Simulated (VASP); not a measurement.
# MnS (Fm-3m) in VASP: a series of runs

MnS is run at these levels: PBEsol, PBE; tasks: single point.

Everything below comes from runs of VASP 6.6.1. Logs are shortened: lines on timing, memory, paths and dates and some standing lists are left out, and cuts for length are marked.

### Step 1. The cell of the first run

The structure is cubic, space group Fm-3m (No. 225). Conventional cell: a = 5.224 Å, b = 5.224 Å, c = 5.224 Å, α = 90.00°, β = 90.00°, γ = 90.00°. Within 3.4 Å of Mn (site symmetry m-3m) lie 6 S at 2.61 Å. S (site symmetry m-3m) has 6 Mn at 2.61 Å within 3.4 Å.

### Step 2. Single point, PBEsol, collinear spin, ferromagnetic start

Input file INCAR:

```
SYSTEM = MnS
PREC = Accurate
ENCUT = 520
EDIFF = 1E-6
ISMEAR = -1
SIGMA = 0.03
LREAL = .FALSE.
LASPH = .TRUE.
NELM = 150
ALGO = Normal
ISIF = 2
LWAVE = .FALSE.
LCHARG = .FALSE.
ISPIN = 2
MAGMOM = 4 0
LORBIT = 11
LMAXMIX = 4
GGA = PS
NBANDS = 20
```

Input file KPOINTS:

```
Automatic mesh
0
G
  14 14 14
  0 0 0
```

Input file POSCAR:

```
MnS
1.0
    0.0000000000      2.6122500000      2.6122500000
    2.6122500000      0.0000000000      2.6122500000
    2.6122500000      2.6122500000      0.0000000000
Mn S
1 1
Direct
    0.0000000000      0.0000000000      0.0000000000
    0.5000000000      0.5000000000      0.5000000000
```

Potentials or basis: VASP PAW PBE potentials, release 64 (Mn_pv, S).

Run with:

```bash
> cat potpaw_PBE.64/Mn_pv/POTCAR potpaw_PBE.64/S/POTCAR > POTCAR
> mpirun -np 1 vasp_std > vasp.out
```

OUTCAR:

```text
SYSTEM = MnS
   PREC = Accurate
   ENCUT = 520
   EDIFF = 1E-6
   ISMEAR = -1
   LREAL = .FALSE.
   LASPH = .TRUE.
   NELM = 150
   ISIF = 2
   ISPIN = 2
   LORBIT = 11
   GGA = PS

 ion  position               nearest neighbor table
   1  0.000  0.000  0.000-   2 2.61   2 2.61   2 2.61   2 2.61   2 2.61   2 2.61
   2  0.500  0.500  0.500-   1 2.61   1 2.61   1 2.61   1 2.61   1 2.61   1 2.61

  LATTYP: Found a face centered cubic cell.
 ALAT       =     5.2245000000

  Lattice vectors:

 A1 = (   0.0000000000,   2.6122500000,   2.6122500000)
 A2 = (   2.6122500000,   0.0000000000,   2.6122500000)
 A3 = (   2.6122500000,   2.6122500000,   0.0000000000)

Analysis of symmetry for initial positions (statically):
=====================================================================
 Subroutine PRICEL returns:
 Original cell was already a primitive cell.

 Routine SETGRP: Setting up the symmetry group for a
 face centered cubic supercell.

 Subroutine GETGRP returns: Found 48 space group operations
 (whereof 48 operations were pure point group operations)
 out of a pool of 48 trial point group operations.

The static configuration has the point symmetry O_h .

Analysis of symmetry for dynamics (positions and initial velocities):
=====================================================================
 Subroutine PRICEL returns:
 Original cell was already a primitive cell.

 Routine SETGRP: Setting up the symmetry group for a
 face centered cubic supercell.

 Subroutine GETGRP returns: Found 48 space group operations
 (whereof 48 operations were pure point group operations)
 out of a pool of 48 trial point group operations.

The dynamic configuration has the point symmetry O_h .

Analysis of structural, dynamic, and magnetic symmetry:
=====================================================================
 Subroutine PRICEL returns:
 Original cell was already a primitive cell.

 Routine SETGRP: Setting up the symmetry group for a
 face centered cubic supercell.

 Subroutine GETGRP returns: Found 48 space group operations
 (whereof 48 operations were pure point group operations)
 out of a pool of 48 trial point group operations.

The overall configuration has the point symmetry O_h .

 Subroutine INISYM returns: Found 48 space group operations
 (whereof 48 operations are pure point group operations),
 and found     1 'primitive' translations

----------------------------------------------------------------------------------------

                                     Primitive cell

  volume of cell :      35.6512

  direct lattice vectors                    reciprocal lattice vectors
     0.000000000  2.612250000  2.612250000    -0.191405876  0.191405876  0.191405876
     2.612250000  0.000000000  2.612250000     0.191405876 -0.191405876  0.191405876
     2.612250000  2.612250000  0.000000000     0.191405876  0.191405876 -0.191405876

  length of vectors
     3.694279378  3.694279378  3.694279378     0.331524702  0.331524702  0.331524702

  position of ions in fractional coordinates (direct lattice)
     0.000000000  0.000000000  0.000000000
     0.500000000  0.500000000  0.500000000

  ion indices of the primitive-cell ions
   primitive index   ion index
                 1           1
                 2           2

----------------------------------------------------------------------------------------

 KPOINTS: Automatic mesh

Automatic generation of k-mesh.
 Grid dimensions read from file:
 generate k-points for:   14   14   14

 Generating k-lattice:

  Cartesian coordinates                     Fractional coordinates (reciprocal lattice)
    -0.013671848  0.013671848  0.013671848     0.071428571  0.000000000  0.000000000
     0.013671848 -0.013671848  0.013671848     0.000000000  0.071428571  0.000000000
     0.013671848  0.013671848 -0.013671848     0.000000000  0.000000000  0.071428571

  Length of vectors
     0.023680336  0.023680336  0.023680336

  Shift w.r.t. Gamma in fractional coordinates (k-lattice)
     0.000000000  0.000000000  0.000000000

 Subroutine IBZKPT returns following result:
 ===========================================

 Found    104 irreducible k-points:

 Following reciprocal coordinates:
            Coordinates               Weight
  0.000000  0.000000  0.000000      1.000000
  0.071429  0.000000  0.000000      8.000000
  0.142857  0.000000  0.000000      8.000000
  0.214286  0.000000  0.000000      8.000000
  0.285714  0.000000  0.000000      8.000000
  0.357143  0.000000  0.000000      8.000000
[... 16 lines left out ...]
  0.214286  0.142857  0.000000     24.000000
  0.285714  0.142857  0.000000     24.000000
 [... further k-points ...]
   k-points           NKPTS =    104   k-points in BZ     NKDIM =    104   number of bands    NBANDS=     20
   number of dos      NEDOS =    301   number of ions     NIONS =      2
   total plane-waves  NPLWV =  21952
   dimension x,y,z NGX =    28 NGY =   28 NGZ =   28
   dimension x,y,z NGXF=    56 NGYF=   56 NGZF=   56
   ions per type =               1   1
   NGX,Y,Z   is equivalent  to a cutoff of  12.60, 12.60, 12.60 a.u.
   NGXF,Y,Z  is equivalent  to a cutoff of  25.20, 25.20, 25.20 a.u.
 SYSTEM =  MnS
   PREC   = accura    normal or accurate (medium, high low for compatibility)
   ISTART =      0    job   : 0-new  1-cont  2-samecut
   ICHARG =      2    charge: 1-file 2-atom 10-const
   ISPIN  =      2    spin polarized calculation?
   LNONCOLLINEAR =      F non collinear calculations
   LSORBIT =      F    spin-orbit coupling
   LASPH  =      T    aspherical Exc in radial PAW
   ENCUT  =  520.0 eV  38.22 Ry    6.18 a.u.   6.87  6.87  6.87*2*pi/ulx,y,z
   NELM   =    150;   NELMIN=  2; NELMDL= -5     # of ELM steps
   EDIFF  = 0.1E-05   stopping-criterion for ELM
   LREAL  =      F    real-space projection
   EDIFFG = 0.1E-04   stopping-criterion for IOM
   NSW    =      0    number of steps for IOM
   IBRION =     -1    ionic relax: 0-MD 1-quasi-New 2-CG
   NFREE  =      0    steps in history (QN), initial steepest desc. (CG)
   ISIF   =      2    stress and relaxation
   ISYM   =      2    0-nonsym 1-usesym 2-fastsym
   POTIM  = 0.5000    time-step for ionic-motion
   TEBEG  =    0.0;   TEEND  =   0.0 temperature during run
   PSTRESS=    0.0 pullay stress
   NELECT =      19.0000    total number of electrons
   NUPDOWN=      -1.0000    fix difference up-down
   EMIN   =  10.00;   EMAX   =-10.00  energy-range for DOS
   EFERMI =   0.00;   METHOD = LEGACY
   ISMEAR =    -1;   SIGMA  =   0.03  broadening in eV -4-tet -1-fermi 0-gaus
   EFERMI_NEDOS =   21; number of points for ismear=-14 and -15
   IALGO  =     38    algorithm
   IMIX   =      4    mixing-type and parameters
     AMIX     =   0.40;   BMIX     =  1.00
     AMIX_MAG =   1.60;   BMIX_MAG =  1.00
  volume/ion in A,a.u.               =      17.83       120.29
  Fermi-wavevector in a.u.,A,eV,Ry     =   1.327297  2.508227 23.969603  1.761716
  Thomas-Fermi vector in A             =   2.456619
   LORBIT       =     11    0 simple, 1 ext, 2 COOP (PROOUT), +10 PAW based schemes
   GGA     = PS    functional components
   LHFCALC =     F    Hartree Fock is set to
   AEXX    =    0.0000 exact exchange contribution
   IVDW    =     0    specifies the selected vdW correction
   LEPSILON=     F    determine dielectric tensor
   LRPA    =     F    only Hartree local field effects (RPA)
 spin polarized calculation
  energy-cutoff  :      520.00
  volume of cell :       35.65
 maximum number of plane-waves:       982
   NGX = 13   NGY = 13   NGZ = 13

 number of electron      18.9999987 magnetization       4.6835336

 Free energy of the ion-electron system (eV)
  ---------------------------------------------------
  ext. energy  EPLUGINS =         0.00000000
  ---------------------------------------------------
  free energy    TOTEN  =       -14.83836543 eV

  energy without entropy =      -14.83490775  energy(sigma->0) =      -14.83663659

 E-fermi :   6.4598     XC(G=0): -10.7726

 val. band max:        6.4552462006   @ k =   0.4286   0.2857   0.0714
 cond. band min:       6.4611434330   @ k =   0.3571   0.0000   0.0000
 fundamental gap:      0.0058972323
 Fermi energy:         6.4597577473

 spin component 1

 k-point     1 :       0.0000    0.0000    0.0000
  band No.  band energies     occupation
      1     -44.0861      1.00000
      2     -44.0860      1.00000
      3     -44.0860      1.00000
      4      -8.0914      1.00000
      5       3.0755      1.00000
      6       3.0755      1.00000
[... 12 lines left out ...]
     19      18.1594      0.00000
     20      18.4167      0.00000
[... 507 lines left out ...]
 k-point    24 :       0.2857    0.1429    0.0000
  band No.  band energies     occupation
      1     -44.0899      1.00000
      2     -44.0872      1.00000
      3     -44.0871      1.00000
      4      -7.4245      1.00000
      5       1.1038      1.00000
      6       2.2189      1.00000
[... 12 lines left out ...]
     19      19.3034      0.00000
     20      22.3412      0.00000

 [... further k-points ...]

 spin component 2

 k-point     1 :       0.0000    0.0000    0.0000
  band No.  band energies     occupation
      1     -39.6267      1.00000
      2     -39.6267      1.00000
      3     -39.6267      1.00000
      4      -7.7763      1.00000
      5       4.8178      1.00000
      6       4.8178      1.00000
[... 12 lines left out ...]
     19      19.2429      0.00000
     20      20.0440      0.00000
[... 507 lines left out ...]
 k-point    24 :       0.2857    0.1429    0.0000
  band No.  band energies     occupation
      1     -39.6320      1.00000
      2     -39.6282      1.00000
      3     -39.6281      1.00000
      4      -7.1397      1.00000
      5       1.9874      1.00000
      6       3.5523      1.00000
[... 12 lines left out ...]
     19      20.3795      0.00000
     20      22.9584      0.00000

 [... further k-points ...]

------------------------ aborting loop because EDIFF is reached ----------------------------------------

  FORCE on cell =-STRESS in cart. coord.  units (eV):
  Direction    XX          YY          ZZ          XY          YZ          ZX
  --------------------------------------------------------------------------------------
  -------------------------------------------------------------------------------------
  Total       -1.7380982     -1.7380982     -1.7380982      0.0000000      0.0000000     -0.0000000
  in kB      -78.1107292    -78.1107292    -78.1107292      0.0000000      0.0000000     -0.0000000
  external PRESSURE =     -78.1107292 kB  Pullay stress =       0.0000000 kB

 VOLUME and BASIS-vectors are now :
 -----------------------------------------------------------------------------
  energy-cutoff  :      520.00
  volume of cell :       35.65
      direct lattice vectors                 reciprocal lattice vectors
     0.000000000  2.612250000  2.612250000    -0.191405876  0.191405876  0.191405876
     2.612250000  0.000000000  2.612250000     0.191405876 -0.191405876  0.191405876
     2.612250000  2.612250000  0.000000000     0.191405876  0.191405876 -0.191405876

 POSITION                                       TOTAL-FORCE (eV/Angst)
 -----------------------------------------------------------------------------------
      0.00000      0.00000      0.00000         0.000000     -0.000000     -0.000000
      2.61225      2.61225      2.61225        -0.000000      0.000000      0.000000
 -----------------------------------------------------------------------------------
    total drift:                               -0.000000      0.000000      0.000000

  FREE ENERGIE OF THE ION-ELECTRON SYSTEM (eV)
  ---------------------------------------------------
  free  energy   TOTEN  =       -14.8383654310 eV

  energy  without entropy=      -14.8349077489  energy(sigma->0) =      -14.83663659

 total charge

# of ion       s       p       d       tot
------------------------------------------
    1        0.216   6.163   4.926  11.305
    2        1.322   2.366   0.000   3.689
--------------------------------------------------
tot          1.539   8.529   4.926  14.994

 magnetization (x)

# of ion       s       p       d       tot
------------------------------------------
    1        0.050   0.038   4.144   4.232
    2        0.025   0.072   0.000   0.097
--------------------------------------------------
tot          0.075   0.111   4.144   4.330
```

Run time: 60 s. Hardware: 1 thread of AMD EPYC 9R45 (Zen 5), shared host; peak memory 0.22 GiB.

Results:

```yaml
Free_energy: -14.8384 eV
Pressure: -7.8 GPa
Net_moment: 4.68 μB per cell
Site_moments: Mn +4.23; S +0.10 μB
Valence_electrons_inside_the_program's_atomic_spheres: Mn 11.30; S 3.69
```

Caveat: the cell stands under tension; the PAW data sets were made with another functional, which shifts forces and pressure a little; a cell with one magnetic atom can't hold antiferromagnetic order, which such compounds often take; semilocal functionals often make such compounds metallic where correlation or magnetic order opens a gap, which also shifts bond lengths. With open d or f shells a metallic result of PBEsol can be an artefact of self-interaction; +U or a hybrid may open a gap.

(Continued in part 2 of 2.)
